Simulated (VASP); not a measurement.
Set up this calculation in VASP 6.6.1, as the native input.

```
Task                   : single point
Functional             : PBE
Potentials or basis    : VASP PAW PBE potentials, release 64 (Pt)
Cutoff                 : 520 eV
k mesh                 : 5 × 5 × 5
Occupations            : fermi-dirac, width 0.1 eV
Spin                   : no spin polarisation
Dipole correction      : no
Further INCAR settings : ALGO = Normal; EDIFF = 1e-06; NBANDS = 11
```

The structure of Pt lies in POSCAR:

```
Pt
1.0
    0.0000000000      1.9857786488      1.9857786488
    1.9857786488      0.0000000000      1.9857786488
    1.9857786488      1.9857786488      0.0000000000
Pt
1
Direct
    0.0000000000      0.0000000000      0.0000000000
```

The input as run:

INCAR

```
PREC = Accurate
ENCUT = 520
EDIFF = 1E-6
ISMEAR = -1
SIGMA = 0.1
LREAL = F
LASPH = T
NELM = 80
ALGO = Normal
ISIF = 2
LWAVE = F
LCHARG = F
GGA = PE
NBANDS = 11
```

KPOINTS

```
Automatic mesh
0
Gamma
  5 5 5
```

Potentials or basis: VASP PAW PBE potentials, release 64 (Pt).

Launch:

```bash
$ cat potpaw_PBE.64/Pt/POTCAR > POTCAR
$ mpirun -np 1 vasp_std > vasp.out
```

Results of the run:

| Item | Value |
| --- | --- |
| Pressure | 4.4 GPa |
| Band gap on the k mesh | zero (band 5 reaches 10.62 eV, above the bottom of band 6 at 8.99 eV) |

Caveat: the k points lie up to 0.55 Å⁻¹ apart; spin-orbit coupling is left out, which moves the levels of the heavy elements.

It took 5.4 s on 1 thread of Intel Xeon 6975P-C (shared host), peak memory 0.14 GiB.
